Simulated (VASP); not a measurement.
Write the native input for VASP 6.6.1 that does the following.

| Item | Value |
| --- | --- |
| Task | electric field gradients |
| Functional | PBE |
| Potentials or basis | VASP PAW PBE potentials, release 64 (Al, N) |
| Cutoff | 520 eV |
| k mesh | 11 × 11 × 6 |
| Occupations | fermi-dirac, width 0.02 eV |
| Spin | no spin polarisation |
| Dipole correction | no |
| Further INCAR settings | ALGO = Normal; EDIFF = 1e-08; NBANDS = 16 |

The structure of AlN lies in POSCAR:

```
AlN
1.0
    3.0901223134      0.0000000000      0.0000000000
   -1.5450611567      2.6761244242      0.0000000000
    0.0000000000      0.0000000000      4.9445895974
Al N
2 2
Direct
    0.3333333333      0.6666666667      0.0000000000
    0.6666666667      0.3333333333      0.5000000000
    0.3333333333      0.6666666667      0.3850000000
    0.6666666667      0.3333333333      0.8850000000
```

This cell differs from its parent crystal: volume scaled by 0.98.

These files were run (other wordings do the same):

INCAR

```
PREC     = Accurate       # precision mode
ENCUT    = 520            # plane-wave cutoff, eV
EDIFF    = 1E-8           # SCF threshold, eV
ISMEAR   = -1             # smearing method
SIGMA    = 0.02           # smearing width, eV
LREAL    = False          # projectors in reciprocal space
LASPH    = True           # aspherical terms in the spheres
NELM     = 60             # most SCF steps
ALGO     = Normal         # electronic algorithm
ISIF     = 2              # what is computed and relaxed
LWAVE    = False          # write WAVECAR
LCHARG   = False          # write CHGCAR
GGA      = PE             # functional
LEFG     = True         
NBANDS   = 16             # bands
```

KPOINTS

```
regular mesh
0
Gamma
  11 11 6
```

Potentials or basis: VASP PAW PBE potentials, release 64 (Al, N).

Run with:

```sh
$ cat potpaw_PBE.64/Al/POTCAR potpaw_PBE.64/N/POTCAR > POTCAR
$ mpirun -np 1 vasp_std > vasp.out
```

It gave:

```json
{
 "Pressure": "8.2 GPa",
 "Largest force": "0.182 eV/Å",
 "Band gap on the k mesh": "4.34 eV, direct"
}
```

Caveat: without QUAD_EFG the Cq values of the log hold for a quadrupole moment of 1 mb, not for the nuclei.

It took 14 s on 1 thread of Intel(R) Xeon(R) 6975P-C (Granite Rapids), on a shared host, peak memory 0.17 GiB.
